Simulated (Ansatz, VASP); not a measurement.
## LiF: VASP beside Ansatz

File POSCAR:

```
LiF
1.0
    3.2800799273      0.0000000000      0.0000000000
   -1.6400399637      2.8406325435      0.0000000000
    0.0000000000      0.0000000000      3.9995957589
Li F
2 2
Direct
    0.3333333333      0.6666666667      0.2500000000
    0.6666666667      0.3333333333      0.7500000000
    0.6666666667      0.3333333333      0.2500000000
    0.3333333333      0.6666666667      0.7500000000
```

The input INCAR.step1:

```
SYSTEM = LiF
PREC = Accurate
ENCUT = 520
EDIFF = 1E-5
ISMEAR = 0
SIGMA = 0.01
LREAL = .False.
LASPH = .True.
NELM = 100
ALGO = Normal
ISIF = 2
LWAVE = .True.
NBANDS = 18
GGA = PE
```

File INCAR.step2:

```
SYSTEM = LiF
PREC = Accurate
ENCUT = 520
EDIFF = 1E-6
ISMEAR = 0
SIGMA = 0.01
LREAL = .False.
LASPH = .True.
NELM = 100
ALGO = Normal
ISIF = 2
LWAVE = .False.
LCHARG = .True.
GGA = PE
LHFCALC = .True.
AEXX = 0.25
PRECFOCK = Normal
LELF = .True.
LVHAR = .True.
NBANDS = 18
ISTART = 1
```

KPOINTS

```
Automatic mesh
0
Gamma
  6 6 4
  0 0 0
```

Input for Ansatz:

```yaml
crystal:
  lattice:
    - [3.2800799273, 0.0, 0.0]
    - [-1.6400399637, 2.8406325435, 0.0]
    - [0.0, 0.0, 3.9995957589]
  atoms:
    - { symbol: Li, position: [0.3333333333, 0.6666666667, 0.25] }
    - { symbol: Li, position: [0.6666666667, 0.3333333333, 0.75] }
    - { symbol: F, position: [0.6666666667, 0.3333333333, 0.25] }
    - { symbol: F, position: [0.3333333333, 0.6666666667, 0.75] }
kpoints:
  mp_grid: { grid: [6, 6, 4] }
  band_path:
    path:
      - [0.0, 0.0, 0.0]
      - [0.5, 0.0, 0.0]
      - [0.3333333333, 0.3333333333, 0.0]
      - [0.0, 0.0, 0.5]
      - [0.5, 0.0, 0.5]
      - [0.3333333333, 0.3333333333, 0.5]
    npoints: 1
hamiltonian:
  xc: pbe0
scf:
  occupations: { method: fixed }
  n_extra_bands: 5
output:
  forces: true
  stress: true
  eigenvalues: true
```

Alike in both runs: task single point; functional PBE0; k mesh 6 × 6 × 4; no spin polarisation.

|  | VASP | Ansatz |
| --- | --- | --- |
| version | VASP 6.6.1 | Ansatz 0.2.0 |
| potentials or method | VASP PAW PBE potentials, release 64 (Li_sv, F) | plane waves, PAW |
| plane-wave cutoff (eV) | 520 | 420 |
| occupations | gaussian, width 0.01 eV | fixed |
| valence electrons in the cell | 20 | 20 |

```csv
,VASP,Ansatz,Ansatz less VASP
gap on the k mesh at the Fermi level (eV),10.73,10.75,+0.016
```

Ansatz's warnings: stress exchange threshold loose, stress scf threshold loose.

Noted on VASP's run: the cutoff is short for stress, so the pressure is rough.
